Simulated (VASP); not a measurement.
# Al16Cu in VASP: single point with PBE+D3(BJ)

Aim: the single point of Al16Cu with PBE+D3(BJ).

Everything below comes from runs of VASP 6.6.1. Logs are shortened: lines on timing, memory, paths and dates and some standing lists are left out, and cuts for length are marked.

**1. The cell of the first run**

The cell holds a slab with vacuum, 17 atoms: a = 5.631 Å, b = 7.964 Å, c = 21.329 Å, α = 90.00°, β = 90.00°, γ = 90.00°.

**2. Single point, PBE+D3(BJ)**

Input file INCAR:

```
SYSTEM = Al16Cu
PREC = Accurate ; ENCUT = 520
EDIFF = 1E-7 ; ISMEAR = 0
SIGMA = 0.1 ; LREAL = Auto
LASPH = .TRUE. ; NELM = 100
ALGO = Normal ; ISIF = 2
LWAVE = .FALSE. ; LCHARG = .TRUE.
LDIPOL = .TRUE. ; IDIPOL = 3
DIPOL = 0.5 0.5 0.301 ; GGA = PE
IVDW = 12 ; LELF = .TRUE.
LVHAR = .TRUE. ; LVACPOTAV = .TRUE.
NBANDS = 44
```

Input file KPOINTS:

```
regular mesh
0
G
  5 4 1
  0 0 0
```

Input file POSCAR:

```
Al16Cu
1.0
    5.6314608543      0.0000000000      0.0000000000
    0.0000000000      7.9640883162      0.0000000000
    0.0000000000      0.0000000000     21.3288851192
Al Cu
16 1
Direct
    0.2500000000      0.2500000000      0.1875391038
    0.2500000000      0.7500000000      0.1875391038
    0.7500000000      0.2500000000      0.1875391038
    0.7500000000      0.7500000000      0.1875391038
    0.0000000000      0.0000000000      0.2535465489
    0.0000000000      0.5000000000      0.2535465489
    0.5000000000      0.0000000000      0.2535465489
    0.5000000000      0.5000000000      0.2535465489
    0.2500000000      0.2500000000      0.3225569796
    0.2500000000      0.7500000000      0.3225569796
    0.7500000000      0.2500000000      0.3225569796
    0.7500000000      0.7500000000      0.3225569796
    0.0000000000      0.0000000000      0.3858094351
    0.0000000000      0.5000000000      0.3858094351
    0.5000000000      0.0000000000      0.3858094351
    0.5000000000      0.5000000000      0.3858094351
    0.0000000000      0.1250000000      0.5170868078
```

Potentials or basis: VASP PAW PBE potentials, release 64 (Al, Cu).

Command:

```
cat potpaw_PBE.64/Al/POTCAR potpaw_PBE.64/Cu/POTCAR > POTCAR
mpirun -np 1 vasp_std > vasp.out
```

OUTCAR:

```text
SYSTEM = Al16Cu
   PREC = Accurate
   ENCUT = 520
   EDIFF = 1E-7
   ISMEAR = 0
   LREAL = Auto
   LASPH = .TRUE.
   NELM = 100
   ISIF = 2
   GGA = PE
   IVDW = 12
 IVDW          = 12

 ion  position               nearest neighbor table
   1  0.250  0.250  0.188-   3 2.82   3 2.82   6 2.82   7 2.82   8 2.82   5 2.82   9 2.88
   2  0.250  0.750  0.188-   4 2.82   4 2.82   6 2.82   7 2.82   8 2.82   5 2.82  10 2.88
   3  0.750  0.250  0.188-   1 2.82   1 2.82   6 2.82   7 2.82   8 2.82   5 2.82  11 2.88
   4  0.750  0.750  0.188-   2 2.82   2 2.82   6 2.82   7 2.82   8 2.82   5 2.82  12 2.88
   5  0.000  0.000  0.254-   7 2.82   7 2.82   3 2.82   4 2.82   1 2.82   2 2.82  13 2.82  11 2.85
                            12 2.85   9 2.85  10 2.85
   6  0.000  0.500  0.254-   8 2.82   8 2.82   3 2.82   4 2.82   1 2.82   2 2.82  14 2.82  11 2.85
                            12 2.85   9 2.85  10 2.85
   7  0.500  0.000  0.254-   5 2.82   5 2.82   3 2.82   4 2.82   1 2.82   2 2.82  15 2.82  11 2.85
                            12 2.85   9 2.85  10 2.85
   8  0.500  0.500  0.254-   6 2.82   6 2.82   3 2.82   4 2.82   1 2.82   2 2.82  16 2.82  11 2.85
                            12 2.85   9 2.85  10 2.85
   9  0.250  0.250  0.323-  13 2.79  14 2.79  15 2.79  16 2.79  11 2.82  11 2.82   7 2.85   8 2.85
                             5 2.85   6 2.85   1 2.88
  10  0.250  0.750  0.323-  13 2.79  14 2.79  15 2.79  16 2.79  12 2.82  12 2.82   7 2.85   8 2.85
                             5 2.85   6 2.85   2 2.88
  11  0.750  0.250  0.323-  13 2.79  14 2.79  15 2.79  16 2.79   9 2.82   9 2.82   7 2.85   8 2.85
[... 5 lines left out ...]
  14  0.000  0.500  0.386-   9 2.79  10 2.79  11 2.79  12 2.79  16 2.82  16 2.82   6 2.82
  15  0.500  0.000  0.386-   9 2.79  10 2.79  11 2.79  12 2.79  13 2.82  13 2.82   7 2.82
  16  0.500  0.500  0.386-   9 2.79  10 2.79  11 2.79  12 2.79  14 2.82  14 2.82   8 2.82
  17  0.000  0.125  0.517-  13 2.97

  LATTYP: Found a simple orthorhombic cell.
 ALAT       =     5.6314608543
 B/A-ratio  =     1.4142135624
 C/A-ratio  =     3.7874515461

  Lattice vectors:

 A1 = (   5.6314608543,   0.0000000000,   0.0000000000)
 A2 = (   0.0000000000,   7.9640883162,   0.0000000000)
 A3 = (   0.0000000000,   0.0000000000,  21.3288851192)

Analysis of symmetry for initial positions (statically):
=====================================================================
 Subroutine PRICEL returns:
 Original cell was already a primitive cell.

 Routine SETGRP: Setting up the symmetry group for a
 simple orthorhombic supercell.

 Subroutine GETGRP returns: Found  2 space group operations
 (whereof  2 operations were pure point group operations)
 out of a pool of  8 trial point group operations.

The static configuration has the point symmetry C_1h.

Analysis of symmetry for dynamics (positions and initial velocities):
=====================================================================
 Subroutine PRICEL returns:
 Original cell was already a primitive cell.

 Routine SETGRP: Setting up the symmetry group for a
 simple orthorhombic supercell.

 Subroutine GETGRP returns: Found  2 space group operations
 (whereof  2 operations were pure point group operations)
 out of a pool of  8 trial point group operations.

The dynamic configuration has the point symmetry C_1h.

 Subroutine INISYM returns: Found  2 space group operations
 (whereof  2 operations are pure point group operations),
 and found     1 'primitive' translations

----------------------------------------------------------------------------------------

                                     Primitive cell

  volume of cell :     956.5888

  direct lattice vectors                    reciprocal lattice vectors
     5.631460854  0.000000000  0.000000000     0.177573817  0.000000000  0.000000000
     0.000000000  7.964088316  0.000000000     0.000000000  0.125563650  0.000000000
     0.000000000  0.000000000 21.328885119     0.000000000  0.000000000  0.046884776

  length of vectors
     5.631460854  7.964088316 21.328885119     0.177573817  0.125563650  0.046884776

  position of ions in fractional coordinates (direct lattice)
     0.250000000  0.250000000  0.187539104
     0.250000000  0.750000000  0.187539104
     0.750000000  0.250000000  0.187539104
     0.750000000  0.750000000  0.187539104
     0.000000000  0.000000000  0.253546549
     0.000000000  0.500000000  0.253546549
[... 9 lines left out ...]
     0.500000000  0.500000000  0.385809435
     0.000000000  0.125000000  0.517086808

  ion indices of the primitive-cell ions
   primitive index   ion index
                 1           1
                 2           2
                 3           3
                 4           4
                 5           5
                 6           6
[... 9 lines left out ...]
                16          16
                17          17

----------------------------------------------------------------------------------------

 KPOINTS: regular mesh

Automatic generation of k-mesh.
 Grid dimensions read from file:
 generate k-points for:    5    4    1

 Generating k-lattice:

  Cartesian coordinates                     Fractional coordinates (reciprocal lattice)
     0.035514763  0.000000000  0.000000000     0.200000000  0.000000000  0.000000000
     0.000000000  0.031390913  0.000000000     0.000000000  0.250000000  0.000000000
     0.000000000  0.000000000  0.046884776     0.000000000  0.000000000  1.000000000

  Length of vectors
     0.035514763  0.031390913  0.046884776

  Shift w.r.t. Gamma in fractional coordinates (k-lattice)
     0.000000000  0.000000000  0.000000000

 Subroutine IBZKPT returns following result:
 ===========================================

 Found      9 irreducible k-points:

 Following reciprocal coordinates:
            Coordinates               Weight
  0.000000  0.000000  0.000000      1.000000
  0.200000  0.000000  0.000000      2.000000
  0.400000  0.000000  0.000000      2.000000
  0.000000  0.250000  0.000000      2.000000
  0.200000  0.250000  0.000000      4.000000
  0.400000  0.250000  0.000000      4.000000
  0.000000  0.500000  0.000000      1.000000
  0.200000  0.500000  0.000000      2.000000
  0.400000  0.500000  0.000000      2.000000
   k-points           NKPTS =      9   k-points in BZ     NKDIM =      9   number of bands    NBANDS=     44
   number of dos      NEDOS =    301   number of ions     NIONS =     17
   total plane-waves  NPLWV = 403200
   dimension x,y,z NGX =    42 NGY =   60 NGZ =  160
   dimension x,y,z NGXF=    84 NGYF=  120 NGZF=  320
   ions per type =              16   1
   NGX,Y,Z   is equivalent  to a cutoff of  12.40, 12.52, 12.47 a.u.
   NGXF,Y,Z  is equivalent  to a cutoff of  24.80, 25.05, 24.94 a.u.
 SYSTEM =  Al16Cu
   PREC   = accura    normal or accurate (medium, high low for compatibility)
   ISTART =      0    job   : 0-new  1-cont  2-samecut
   ICHARG =      2    charge: 1-file 2-atom 10-const
   ISPIN  =      1    spin polarized calculation?
   LNONCOLLINEAR =      F non collinear calculations
   LSORBIT =      F    spin-orbit coupling
   LASPH  =      T    aspherical Exc in radial PAW
   ENCUT  =  520.0 eV  38.22 Ry    6.18 a.u.  10.47 14.81 39.66*2*pi/ulx,y,z
   NELM   =    100;   NELMIN=  2; NELMDL= -5     # of ELM steps
   EDIFF  = 0.1E-06   stopping-criterion for ELM
   LREAL  =      T    real-space projection
   EDIFFG = 0.1E-05   stopping-criterion for IOM
   NSW    =      0    number of steps for IOM
   IBRION =     -1    ionic relax: 0-MD 1-quasi-New 2-CG
   NFREE  =      0    steps in history (QN), initial steepest desc. (CG)
   ISIF   =      2    stress and relaxation
   ISYM   =      2    0-nonsym 1-usesym 2-fastsym
   POTIM  = 0.5000    time-step for ionic-motion
   TEBEG  =    0.0;   TEEND  =   0.0 temperature during run
   PSTRESS=    0.0 pullay stress
   NELECT =      59.0000    total number of electrons
   NUPDOWN=      -1.0000    fix difference up-down
   EMIN   =  10.00;   EMAX   =-10.00  energy-range for DOS
   EFERMI =   0.00;   METHOD = LEGACY
   ISMEAR =     0;   SIGMA  =   0.10  broadening in eV -4-tet -1-fermi 0-gaus
   EFERMI_NEDOS =   21; number of points for ismear=-14 and -15
   IALGO  =     38    algorithm
   IMIX   =      4    mixing-type and parameters
     AMIX     =   0.40;   BMIX     =  1.00
     AMIX_MAG =   1.60;   BMIX_MAG =  1.00
  volume/ion in A,a.u.               =      56.27       379.73
  Fermi-wavevector in a.u.,A,eV,Ry     =   0.646820  1.222313  5.692360  0.418377
  Thomas-Fermi vector in A             =   1.714927
   LORBIT       =      0    0 simple, 1 ext, 2 COOP (PROOUT), +10 PAW based schemes
   GGA     = PE    functional components
   LHFCALC =     F    Hartree Fock is set to
   AEXX    =    0.0000 exact exchange contribution
   IVDW    =    12    specifies the selected vdW correction
   LEPSILON=     F    determine dielectric tensor
   LRPA    =     F    only Hartree local field effects (RPA)
 non-spin polarized calculation
 Gauss-broadening in eV      SIGMA  =   0.10
  energy-cutoff  :      520.00
  volume of cell :      956.59
 maximum number of plane-waves:     25803
 NGX is ok and might be reduce to    42
   NGX = 21   NGY = 29   NGZ = 79

 dipolmoment           0.000000      0.000000     -0.005025 electrons x Angstroem

 number of electron      59.0000007 magnetization

 dipolmoment           0.000000      0.000000      0.032666 electrons x Angstroem

 Free energy of the ion-electron system (eV)
  ---------------------------------------------------
  ext. energy  EPLUGINS =         0.00000000
  ---------------------------------------------------
  free energy    TOTEN  =       -56.16586918 eV

  energy without entropy =      -56.11251833  energy(sigma->0) =      -56.13919376

 E-fermi :  -0.5797     XC(G=0):  -4.0865

 val. band max:       -0.5807935707   @ k =   0.2000   0.2500   0.0000
 cond. band min:      -0.5547152490   @ k =   0.4000   0.5000   0.0000
 fundamental gap:      0.0260783218
 Fermi energy:        -0.5797438957

 k-point     1 :       0.0000    0.0000    0.0000
  band No.  band energies     occupation
      1     -11.0351      2.00000
      2      -8.7811      2.00000
      3      -8.7290      2.00000
      4      -8.5878      2.00000
      5      -6.4937      2.00000
      6      -6.4599      2.00000
[... 385 lines left out ...]
     40       1.9369      0.00000
     41       2.0285      0.00000
 [bands above 41 left out]

------------------------ aborting loop because EDIFF is reached ----------------------------------------

 Edisp (eV)   -3.58237

 E8    (eV) :    -1.6757

  FORCE on cell =-STRESS in cart. coord.  units (eV):
  Direction    XX          YY          ZZ          XY          YZ          ZX
  --------------------------------------------------------------------------------------
  -------------------------------------------------------------------------------------
  Total     -11.10679    -3.89338    -4.65332     0.00000    -0.56431     0.00000
  in kB     -18.60261    -6.52096    -7.79379     0.00000    -0.94515     0.00000
  external pressure =      -10.97 kB  Pullay stress =        0.00 kB

 VOLUME and BASIS-vectors are now :
 -----------------------------------------------------------------------------
  energy-cutoff  :      520.00
  volume of cell :      956.59
      direct lattice vectors                 reciprocal lattice vectors
     5.631460854  0.000000000  0.000000000     0.177573817  0.000000000  0.000000000
     0.000000000  7.964088316  0.000000000     0.000000000  0.125563650  0.000000000
     0.000000000  0.000000000 21.328885119     0.000000000  0.000000000  0.046884776

 POSITION                                       TOTAL-FORCE (eV/Angst)
 -----------------------------------------------------------------------------------
      1.40787      1.99102      4.00000        -0.033218     -0.004618      0.180597
      1.40787      5.97307      4.00000         0.044997     -0.013139      0.153659
      4.22360      1.99102      4.00000         0.033218     -0.004618      0.180597
      4.22360      5.97307      4.00000        -0.044997     -0.013139      0.153659
      0.00000      0.00000      5.40787         0.000000      0.018481     -0.165648
      0.00000      3.98204      5.40787         0.000000     -0.006937     -0.101723
[... 9 lines left out ...]
      2.81573      3.98204      8.22889         0.000000      0.001596     -0.015089
      0.00000      0.99551     11.02889         0.000000     -0.223075     -1.180250
 -----------------------------------------------------------------------------------
    total drift:                               -0.000000     -0.000027      0.000035

  FREE ENERGIE OF THE ION-ELECTRON SYSTEM (eV)
  ---------------------------------------------------
  free  energy   TOTEN  =       -59.7482433761 eV

  energy  without entropy=      -59.6948925186  energy(sigma->0) =      -59.72156795

 vacuum level on the upper side and lower side of the slab         3.615         3.483
```

Wall time 9.9 min (1 thread of AMD EPYC 9R45 (Zen 5), shared host); peak memory 0.85 GiB.

What came out:

```yaml
Free_energy: -59.7482 eV
Largest_force: 1.201 eV/Å
Band_gap_on_the_k_mesh: zero (an odd number of electrons rules out a gap without spin polarisation)
Dispersion_energy_per_atom: -0.211 eV
```

Forces in eV/Å, atoms in the order of the input:
```
Al  -0.033 -0.005  0.181
Al   0.045 -0.013  0.154
Al   0.033 -0.005  0.181
Al  -0.045 -0.013  0.154
Al   0.000  0.018 -0.166
Al   0.000 -0.007 -0.102
Al   0.000 -0.029 -0.100
Al   0.000  0.029 -0.080
Al   0.042 -0.024 -0.073
Al   0.061  0.045 -0.018
Al  -0.042 -0.024 -0.073
Al  -0.061  0.045 -0.018
Al   0.000  0.330  0.995
Al   0.000 -0.119  0.141
Al   0.000 -0.008  0.018
Al   0.000  0.002 -0.015
Cu   0.000 -0.223 -1.180
```

The gap in the log of VASP goes by the Fermi energy; the results here count the filled bands.